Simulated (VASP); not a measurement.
A run of VASP 6.6.1 is set up as follows.

Contents of INCAR:

```
SYSTEM = SnO2
PREC = Accurate
ENCUT = 520
EDIFF = 1E-6
ISMEAR = 0
SIGMA = 0.01
LREAL = .False.
LASPH = .True.
NELM = 80
ALGO = Normal
ISIF = 2
LWAVE = .False.
LCHARG = .False.
GGA = CA
NBANDS = 35
```

File KPOINTS:

```
regular mesh
0
Gamma
  4 4 6
  0 0 0
```

Contents of POSCAR:

```
SnO2
1.0
    4.6534519333      0.0000000000      0.0000000000
    0.0000000000      4.6534519333      0.0000000000
    0.0000000000      0.0000000000      3.1701358268
Sn O
2 4
Direct
    0.0000000000      0.0000000000      0.0000000000
    0.5000000000      0.5000000000      0.5000000000
    0.3056571257      0.3056571257      0.0000000000
    0.1943428743      0.8056571257      0.5000000000
    0.6943428743      0.6943428743      0.0000000000
    0.8056571257      0.1943428743      0.5000000000
```

Potentials or basis: VASP PAW LDA potentials, release 64 (Sn_d, O).

Command:

```sh
$ cat potpaw_LDA.64/Sn_d/POTCAR potpaw_LDA.64/O/POTCAR > POTCAR
$ mpirun -np 1 vasp_std > vasp.out
```

(1) What does it give for the band gap on the k mesh?

(2) What does it give for the largest force?

## Answers

(1) 1.60 eV, direct.

(2) 0.024 eV/Å.

Caveat: spin-orbit coupling is left out, which moves the levels of the heavy elements.
